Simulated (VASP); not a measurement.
# Ir2Rh (P-3m1) in VASP: further runs

Ir2Rh is run at these levels: PBE; tasks: relaxation of cell and atoms, single point.

Program: VASP 6.6.1. These are calculated values, not measurements. Logs are shortened: lines on timing, memory, paths and dates and some standing lists are left out, and cuts for length are marked.

### 1 The cell of the first run

It takes space group P-3m1 (No. 164, trigonal). Conventional cell: a = 2.728 Å, b = 2.728 Å, c = 13.031 Å, α = 90.00°, β = 90.00°, γ = 120.00°. Within 3.5 Å of Ir (site symmetry 3m) lie 12 Ir at 2.68 to 2.73 Å. Ir (site symmetry 3m) has 9 Ir at 2.68 to 2.73 Å and 3 Rh at 2.68 Å within 3.5 Å. Within 3.5 Å of Rh (site symmetry 3m) lie 9 Rh at 2.68 to 2.73 Å and 3 Ir at 2.68 Å.

### 2 Relaxation of cell and atoms, PBE

Input file INCAR:

```
PREC = Accurate ; ENCUT = 600
EDIFF = 1E-6 ; ISMEAR = 0
SIGMA = 0.1 ; LREAL = False
LASPH = True ; NELM = 60
ALGO = Fast ; ISIF = 3
LWAVE = False ; LCHARG = False
GGA = PE ; IBRION = 2
NSW = 90 ; EDIFFG = -0.04
```

Input file KPOINTS:

```
regular mesh
0
Gamma
  6 6 2
```

Input file POSCAR:

```
Ir2Rh
1.0
    2.7281601700      0.0000000000      0.0000000000
   -1.3640800900      2.3626560100      0.0000000000
    0.0000000000      0.0000000000     13.0306673300
Ir Rh
4 2
Direct
    0.3333333300      0.6666666700      0.9166666700
    0.3333333300      0.6666666700      0.2500000000
    0.6666666700      0.3333333300      0.0833333300
    0.6666666700      0.3333333300      0.7500000000
    0.3333333300      0.6666666700      0.5833333300
    0.6666666700      0.3333333300      0.4166666700
```

Potentials or basis: VASP PAW PBE potentials, release 64 (Ir, Rh_pv).

Started as:

```
> cat potpaw_PBE.64/Ir/POTCAR potpaw_PBE.64/Rh_pv/POTCAR > POTCAR
> mpirun -np 1 vasp_std > vasp.out
```

OUTCAR:

```text
PREC = Accurate
   ENCUT = 600
   EDIFF = 1E-6
   ISMEAR = 0
   LREAL = False
   LASPH = True
   NELM = 60
   ISIF = 3
   GGA = PE
   IBRION = 2
   NSW = 90
   EDIFFG = -0.04

 ion  position               nearest neighbor table
   1  0.333  0.667  0.917-   3 2.68   3 2.68   3 2.68   4 2.68   4 2.68   4 2.68
   2  0.333  0.667  0.250-   3 2.68   6 2.68   3 2.68   6 2.68   3 2.68   6 2.68
   3  0.667  0.333  0.083-   1 2.68   1 2.68   1 2.68   2 2.68   2 2.68   2 2.68
   4  0.667  0.333  0.750-   1 2.68   5 2.68   1 2.68   5 2.68   1 2.68   5 2.68
   5  0.333  0.667  0.583-   6 2.68   6 2.68   6 2.68   4 2.68   4 2.68   4 2.68
   6  0.667  0.333  0.417-   5 2.68   5 2.68   5 2.68   2 2.68   2 2.68   2 2.68

  LATTYP: Found a hexagonal cell.
 ALAT       =     2.7281601700
 C/A-ratio  =     4.7763571484

  Lattice vectors:

 A1 = (   2.7281601700,   0.0000000000,   0.0000000000)
 A2 = (  -1.3640800900,   2.3626560100,   0.0000000000)
 A3 = (   0.0000000000,   0.0000000000,  13.0306673300)

Analysis of symmetry for initial positions (statically):
=====================================================================
 Subroutine PRICEL returns:
 Original cell was already a primitive cell.

 Routine SETGRP: Setting up the symmetry group for a
 hexagonal supercell.

 Subroutine GETGRP returns: Found 12 space group operations
 (whereof 12 operations were pure point group operations)
 out of a pool of 24 trial point group operations.

The static configuration has the point symmetry D_3d.

Analysis of symmetry for dynamics (positions and initial velocities):
=====================================================================
 Subroutine PRICEL returns:
 Original cell was already a primitive cell.

 Routine SETGRP: Setting up the symmetry group for a
 hexagonal supercell.

 Subroutine GETGRP returns: Found 12 space group operations
 (whereof 12 operations were pure point group operations)
 out of a pool of 24 trial point group operations.

The dynamic configuration has the point symmetry D_3d.

 Subroutine INISYM returns: Found 12 space group operations
 (whereof 12 operations are pure point group operations),
 and found     1 'primitive' translations

----------------------------------------------------------------------------------------

                                     Primitive cell

  volume of cell :      83.9918

  direct lattice vectors                    reciprocal lattice vectors
     2.728160170  0.000000000  0.000000000     0.366547394  0.211626237  0.000000000
    -1.364080090  2.362656010  0.000000000     0.000000000  0.423252473  0.000000000
     0.000000000  0.000000000 13.030667330     0.000000000  0.000000000  0.076742041

  length of vectors
     2.728160170  2.728160170 13.030667330     0.423252473  0.423252473  0.076742041

  position of ions in fractional coordinates (direct lattice)
     0.333333330  0.666666670  0.916666670
     0.333333330  0.666666670  0.250000000
     0.666666670  0.333333330  0.083333330
     0.666666670  0.333333330  0.750000000
     0.333333330  0.666666670  0.583333330
     0.666666670  0.333333330  0.416666670

  ion indices of the primitive-cell ions
   primitive index   ion index
                 1           1
                 2           2
                 3           3
                 4           4
                 5           5
                 6           6

----------------------------------------------------------------------------------------

 KPOINTS: regular mesh

Automatic generation of k-mesh.
 Grid dimensions read from file:
 generate k-points for:    6    6    2

 Generating k-lattice:

  Cartesian coordinates                     Fractional coordinates (reciprocal lattice)
     0.061091232  0.035271040  0.000000000     0.166666667  0.000000000  0.000000000
     0.000000000  0.070542079  0.000000000     0.000000000  0.166666667  0.000000000
     0.000000000  0.000000000  0.038371020     0.000000000  0.000000000  0.500000000

  Length of vectors
     0.070542079  0.070542079  0.038371020

  Shift w.r.t. Gamma in fractional coordinates (k-lattice)
     0.000000000  0.000000000  0.000000000

 Subroutine IBZKPT returns following result:
 ===========================================

 Found     14 irreducible k-points:

 Following reciprocal coordinates:
            Coordinates               Weight
  0.000000  0.000000  0.000000      1.000000
  0.166667  0.000000  0.000000      6.000000
  0.333333  0.000000  0.000000      6.000000
  0.500000  0.000000  0.000000      3.000000
  0.166667  0.166667  0.000000      6.000000
  0.333333  0.166667  0.000000     12.000000
  0.333333  0.333333  0.000000      2.000000
  0.000000  0.000000  0.500000      1.000000
  0.166667  0.000000  0.500000      6.000000
  0.333333  0.000000  0.500000      6.000000
  0.500000  0.000000  0.500000      3.000000
  0.166667  0.166667  0.500000      6.000000
  0.333333  0.166667  0.500000     12.000000
  0.333333  0.333333  0.500000      2.000000
   k-points           NKPTS =     14   k-points in BZ     NKDIM =     14   number of bands    NBANDS=     39
   number of dos      NEDOS =    301   number of ions     NIONS =      6
   total plane-waves  NPLWV =  62208
   dimension x,y,z NGX =    24 NGY =   24 NGZ =  108
   dimension x,y,z NGXF=    48 NGYF=   48 NGZF=  216
   ions per type =               4   2
   NGX,Y,Z   is equivalent  to a cutoff of  14.62, 14.62, 13.78 a.u.
   NGXF,Y,Z  is equivalent  to a cutoff of  29.25, 29.25, 27.56 a.u.
 SYSTEM =  unknown system
   PREC   = accura    normal or accurate (medium, high low for compatibility)
   ISTART =      0    job   : 0-new  1-cont  2-samecut
   ICHARG =      2    charge: 1-file 2-atom 10-const
   ISPIN  =      1    spin polarized calculation?
   LNONCOLLINEAR =      F non collinear calculations
   LSORBIT =      F    spin-orbit coupling
   LASPH  =      T    aspherical Exc in radial PAW
   ENCUT  =  600.0 eV  44.10 Ry    6.64 a.u.   5.45  5.45 26.03*2*pi/ulx,y,z
   NELM   =     60;   NELMIN=  2; NELMDL= -5     # of ELM steps
   EDIFF  = 0.1E-05   stopping-criterion for ELM
   LREAL  =      F    real-space projection
   EDIFFG = -.4E-01   stopping-criterion for IOM
   NSW    =     90    number of steps for IOM
   IBRION =      2    ionic relax: 0-MD 1-quasi-New 2-CG
   NFREE  =      1    steps in history (QN), initial steepest desc. (CG)
   ISIF   =      3    stress and relaxation
   ISYM   =      2    0-nonsym 1-usesym 2-fastsym
   POTIM  = 0.5000    time-step for ionic-motion
   TEBEG  =    0.0;   TEEND  =   0.0 temperature during run
   PSTRESS=    0.0 pullay stress
   NELECT =      66.0000    total number of electrons
   NUPDOWN=      -1.0000    fix difference up-down
   EMIN   =  10.00;   EMAX   =-10.00  energy-range for DOS
   EFERMI =   0.00;   METHOD = LEGACY
   ISMEAR =     0;   SIGMA  =   0.10  broadening in eV -4-tet -1-fermi 0-gaus
   EFERMI_NEDOS =   21; number of points for ismear=-14 and -15
   IALGO  =     68    algorithm
   IMIX   =      4    mixing-type and parameters
     AMIX     =   0.40;   BMIX     =  1.00
     AMIX_MAG =   1.60;   BMIX_MAG =  1.00
  volume/ion in A,a.u.               =      14.00        94.47
  Fermi-wavevector in a.u.,A,eV,Ry     =   1.510696  2.854802 31.051257  2.282203
  Thomas-Fermi vector in A             =   2.620852
   LORBIT       =      0    0 simple, 1 ext, 2 COOP (PROOUT), +10 PAW based schemes
   GGA     = PE    functional components
   LHFCALC =     F    Hartree Fock is set to
   AEXX    =    0.0000 exact exchange contribution
   IVDW    =     0    specifies the selected vdW correction
   LEPSILON=     F    determine dielectric tensor
   LRPA    =     F    only Hartree local field effects (RPA)
 conjugate gradient relaxation of ions
 non-spin polarized calculation
 RMM-DIIS sequential band-by-band and
 Gauss-broadening in eV      SIGMA  =   0.10
  energy-cutoff  :      600.00
  volume of cell :       83.99
 maximum number of plane-waves:      2872
 NGX is ok and might be reduce to    24
   NGX = 11   NGY = 11   NGZ = 53

--------------------------------------- Ionic step        1  -------------------------------------------

 number of electron      66.0000007 magnetization

 Free energy of the ion-electron system (eV)
  ---------------------------------------------------
  ext. energy  EPLUGINS =         0.00000000
  ---------------------------------------------------
  free energy    TOTEN  =       -49.43728223 eV

  energy without entropy =      -49.38842739  energy(sigma->0) =      -49.41285481

------------------------ aborting loop because EDIFF is reached ----------------------------------------

  FORCE on cell =-STRESS in cart. coord.  units (eV):
  Direction    XX          YY          ZZ          XY          YZ          ZX
  --------------------------------------------------------------------------------------
  -------------------------------------------------------------------------------------
  Total        5.9157030      5.9157030      5.3632760     -0.0000000      0.0000000     -0.0000000
  in kB      112.8443784    112.8443782    102.3066138     -0.0000002      0.0000000     -0.0000000
  external PRESSURE =     109.3317902 kB  Pullay stress =       0.0000000 kB
[... 25 lines left out ...]
  energy  without entropy=      -49.3884273919  energy(sigma->0) =      -49.41285481

--------------------------------------- Ionic step        2  -------------------------------------------

 number of electron      65.9999996 magnetization

 E-fermi :   8.7113     XC(G=0): -13.1912

 val. band max:        8.6956960429   @ k =   0.0000   0.0000   0.0000
 cond. band min:       8.7128157934   @ k =   0.3333   0.1667   0.0000
 fundamental gap:      0.0171197505
 Fermi energy:         8.7113268482

 k-point     1 :       0.0000    0.0000    0.0000
  band No.  band energies     occupation
      1     -37.8869      2.00000
      2     -37.6611      2.00000
      3     -37.5179      2.00000
      4     -37.5179      2.00000
      5     -37.4827      2.00000
      6     -37.4827      2.00000
[... 774 lines left out ...]
  energy  without entropy=      -49.4609655276  energy(sigma->0) =      -49.48610429

--------------------------------------- Ionic step        7  -------------------------------------------

 number of electron      66.0000007 magnetization

 Free energy of the ion-electron system (eV)
  ---------------------------------------------------
  ext. energy  EPLUGINS =         0.00000000
  ---------------------------------------------------
  free energy    TOTEN  =       -49.51168354 eV

  energy without entropy =      -49.46164228  energy(sigma->0) =      -49.48666291

 E-fermi :  10.3888     XC(G=0): -13.8010

 val. band max:       10.3884562224   @ k =   0.3333   0.1667   0.0000
 cond. band min:      10.3962810707   @ k =   0.3333   0.0000   0.5000
 fundamental gap:      0.0078248483
 Fermi energy:        10.3887833182

 k-point     1 :       0.0000    0.0000    0.0000
  band No.  band energies     occupation
      1     -36.5529      2.00000
      2     -36.2297      2.00000
      3     -36.0578      2.00000
      4     -36.0578      2.00000
      5     -36.0082      2.00000
      6     -36.0082      2.00000
[... 610 lines left out ...]
  FREE ENERGIE OF THE ION-ELECTRON SYSTEM (eV)
  ---------------------------------------------------
  free  energy   TOTEN  =       -49.5116835441 eV

  energy  without entropy=      -49.4616422767  energy(sigma->0) =      -49.48666291

 reached required accuracy - stopping structural energy minimisation
```

Run time: 4.3 min. Hardware: 1 thread of Intel Xeon 6975P-C (Granite Rapids), shared host; peak memory 0.28 GiB.

What came out:

| Quantity | Value |
| --- | --- |
| Free energy | -49.5117 eV |
| Relaxed volume | 14.47 Å³/atom |
| Relaxed cell | a = 2.765 Å, b = 2.765 Å, c = 13.120 Å, α = 90.00°, β = 90.00°, γ = 120.00° |
| Space group after relaxing (to 0.1 Å) | P-3m1 (No. 164) |
| Energy gained by relaxing | 12.4 meV/atom |
| Ionic steps | 7 |
| Pressure after relaxing | -0.3 GPa |
| Largest force after relaxing | 0.028 eV/Å |
| Band gap on the k mesh | zero (bands 33 and 34 overlap by 2.56 eV) |

Forces in eV/Å, atoms in the order of the input:
```
Ir   0.000  0.000 -0.008
Ir   0.000  0.000  0.028
Ir   0.000  0.000  0.008
Ir   0.000  0.000 -0.028
Rh   0.000  0.000 -0.022
Rh   0.000  0.000  0.022
```

Step by step:
| step | energy change (eV) | largest force (eV/Å) | pressure (GPa) | volume (Å³) |
| --- | --- | --- | --- | --- |
| 1 | 0.0000 | 0.2084 | 10.93 | 83.99 |
| 2 | 0.7310 | 0.2085 | -24.67 | 96.15 |
| 3 | -0.0706 | 0.1441 | -0.17 | 86.80 |
| 4 | -0.0706 | 0.1457 | 0.04 | 86.75 |
| 5 | -0.0739 | 0.0673 | 0.10 | 86.76 |
| 6 | -0.0740 | 0.0704 | 0.09 | 86.76 |
| 7 | -0.0744 | 0.0277 | -0.26 | 86.84 |

Final structure:
```
Ir Rh
1.0
     2.76465    0.00000    0.00000
    -1.38233    2.39426    0.00000
     0.00000    0.00000   13.11997
Ir Rh
4 2
Direct
  0.33333 0.66667 0.91587
  0.33333 0.66667 0.25070
  0.66667 0.33333 0.08413
  0.66667 0.33333 0.74930
  0.33333 0.66667 0.58364
  0.66667 0.33333 0.41636
```

Levels at points of the mesh, in eV from the Fermi level:
| k point | band 30 | band 31 | band 32 | band 33 | band 34 | band 35 | band 36 | band 37 | band 38 | band 39 |
| --- | --- | --- | --- | --- | --- | --- | --- | --- | --- | --- |
| (0.00, 0.00, 0.00) | -2.26 | -2.26 | -1.12 | -1.12 | -1.12 | -1.12 | -0.01 | -0.01 | 0.09 | 0.17 |
| (0.50, 0.00, 0.00) | 0.51 | 0.61 | 0.75 | 0.90 | 0.95 | 1.03 | 1.03 | 1.09 | 1.11 | 2.83 |
| (0.00, 0.00, 0.50) | -1.92 | -1.81 | -1.81 | -1.23 | -0.41 | -0.41 | -0.39 | -0.39 | 0.20 | 0.20 |
| (0.50, 0.00, 0.50) | 0.25 | 0.51 | 0.63 | 0.79 | 0.91 | 1.03 | 1.09 | 1.88 | 2.10 | 2.49 |

Caveat: the k points lie up to 0.44 Å⁻¹ apart in the final cell, too coarse for converged energies and pressures of a metal; the highest band is partly filled, so the run has too few bands; spin-orbit coupling is left out, which moves the levels of the heavy elements.

(Continued in part 2 of 2.)
